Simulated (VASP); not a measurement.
Set up this calculation in VASP 6.6.1, as the native input.

```yaml
Task: single point
Functional: PBE
Potentials_or_basis: VASP PAW PBE potentials, release 64 (Ti_sv, Se)
Cutoff: 400 eV
k_mesh: 12 × 12 × 6
Occupations: gaussian, width 0.05 eV
Spin: non-collinear spin, zero start, spin-orbit coupling
Starting_moments: "[[0.0, 0.0, 0.0], [0.0, 0.0, 0.0], [0.0, 0.0, 0.0]] μB"
Dipole_correction: no
k_mesh_for_the_DOS: 18 × 18 × 9
Occupations_for_the_DOS: tetrahedron
Further_INCAR_settings: ALGO = Normal; EDIFF = 1e-06
```

TiSe2:

```
Ti Se
1.0
     3.54314    0.00000    0.00000
    -1.77157    3.06845    0.00000
     0.00000    0.00000    6.67021
Ti Se
1 2
Direct
  0.00000 0.00000 0.00000
  0.33333 0.66667 0.23186
  0.66667 0.33333 0.76814
```

One way to write it, as run:

POSCAR

```
TiSe2
1.0
    3.5431360632      0.0000000000      0.0000000000
   -1.7715680316      3.0684458398      0.0000000000
    0.0000000000      0.0000000000      6.6702112453
Ti Se
1 2
Direct
    0.0000000000      0.0000000000      0.0000000000
    0.3333333333      0.6666666667      0.2318608152
    0.6666666667      0.3333333333      0.7681391848
```

INCAR.step1

```
SYSTEM = TiSe2
  PREC = Accurate
  ENCUT = 400
  EDIFF = 1E-6
  ISMEAR = 0
  SIGMA = 0.05
  LREAL = .FALSE.
  LASPH = .TRUE.
  NELM = 200
  ALGO = Normal
  ISIF = 2
  LWAVE = .FALSE.
  LCHARG = .TRUE.
  MAGMOM = 0 0 0 0 0 0 0 0 0
  LSORBIT = .TRUE.
  GGA_COMPAT = .FALSE.
  LORBMOM = .TRUE.
  LMAXMIX = 4
  GGA = PE
  NBANDS = 37
  NEDOS = 2001
  LORBIT = 11
```

KPOINTS.step1

```
Automatic mesh
0
G
  12 12 6
  0 0 0
```

INCAR.step2

```
SYSTEM = TiSe2
  PREC = Accurate
  ENCUT = 400
  EDIFF = 1E-6
  ISMEAR = -5
  SIGMA = 0.05
  LREAL = .FALSE.
  LASPH = .TRUE.
  NELM = 200
  ALGO = Normal
  ISIF = 2
  LWAVE = .FALSE.
  LCHARG = .FALSE.
  MAGMOM = 0 0 0 0 0 0 0 0 0
  LORBIT = 11
  LSORBIT = .TRUE.
  GGA_COMPAT = .FALSE.
  LORBMOM = .TRUE.
  LMAXMIX = 4
  GGA = PE
  NEDOS = 2001
  ICHARG = 11
```

KPOINTS.step2

```
Automatic mesh
0
G
  18 18 9
  0 0 0
```

Potentials or basis: VASP PAW PBE potentials, release 64 (Ti_sv, Se).

Command:

```sh
$ cat potpaw_PBE.64/Ti_sv/POTCAR potpaw_PBE.64/Se/POTCAR > POTCAR
$ cp INCAR.step1 INCAR
$ cp KPOINTS.step1 KPOINTS
$ mpirun -np 1 vasp_ncl > vasp.out
$ cp INCAR.step2 INCAR
$ cp KPOINTS.step2 KPOINTS
$ mpirun -np 1 vasp_ncl > vasp.out
```

It gave:

```yaml
Net_moment: 0.00 μB per cell
Valence_electrons_inside_the_program's_atomic_spheres: Ti 10.14; Se 3.86
```

Run time: 8.8 min on 1 thread of AMD EPYC 9R45 96-Core Processor (Zen 5) (shared host), peak memory 0.71 GiB.
